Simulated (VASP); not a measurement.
Zr2TaGe2:

```xyz
5
Lattice="4.2551 0.0000 0.0000 -2.1275 3.6850 0.0000 0.0000 0.0000 5.5447" Properties=species:S:1:pos:R:3 pbc="T T T"
Zr    0.0000    2.4567    0.0000
Zr    2.1275    1.2283    0.0000
Ta    0.0000    0.0000    2.7723
Ge    0.0000    2.4567    2.7723
Ge    2.1275    1.2283    2.7723
```

The cell was generated, and may not be a known phase.

- Program: VASP 6.6.1
- Task: relaxation of cell and atoms
- Functional: PBE
- Potentials or basis: VASP PAW PBE potentials, release 64 (Zr_sv, Ta_pv, Ge_d)
- Cutoff: 600 eV
- k mesh: 6 × 6 × 4
- Occupations: gaussian, width 0.1 eV
- Spin: no spin polarisation

At the start: pressure 36.4 GPa; volume 17.39 Å³/atom.

Q: Where does the relaxation end?

A: Over 9 steps the energy falls by 723.7 meV/atom and the volume is 21.49 Å³/atom (+23.6 %); space group P6/mmm (No. 191, to 0.1 Å) before and after.

Step by step:
```tsv
step	energy change (eV)	largest force (eV/Å)	pressure (GPa)	volume (Å³)
1	0.0000	0.0000	36.38	86.94
2	-1.4148	0.0000	-13.14	142.81
3	-3.5098	0.0000	-3.96	112.36
4	-3.5176	0.0000	-3.24	111.35
5	-3.5187	0.0000	-2.77	110.75
6	-3.6096	0.0000	1.29	106.05
7	-3.6180	0.0000	0.22	107.06
8	-3.6179	0.0000	0.18	107.13
9	-3.6183	0.0000	-0.10	107.47
```

Final structure:
```
Zr Ta Ge
1.0
     4.84678    0.00000    0.00000
    -2.42339    4.19743    0.00000
     0.00000    0.00000    5.28280
Zr Ta Ge
2 1 2
Direct
  0.33333 0.66667 0.00000
  0.66667 0.33333 0.00000
  0.00000 0.00000 0.50000
  0.33333 0.66667 0.50000
  0.66667 0.33333 0.50000
```

Caveat: the volume moved by over 15 % at a fixed basis, so the end points are rough.
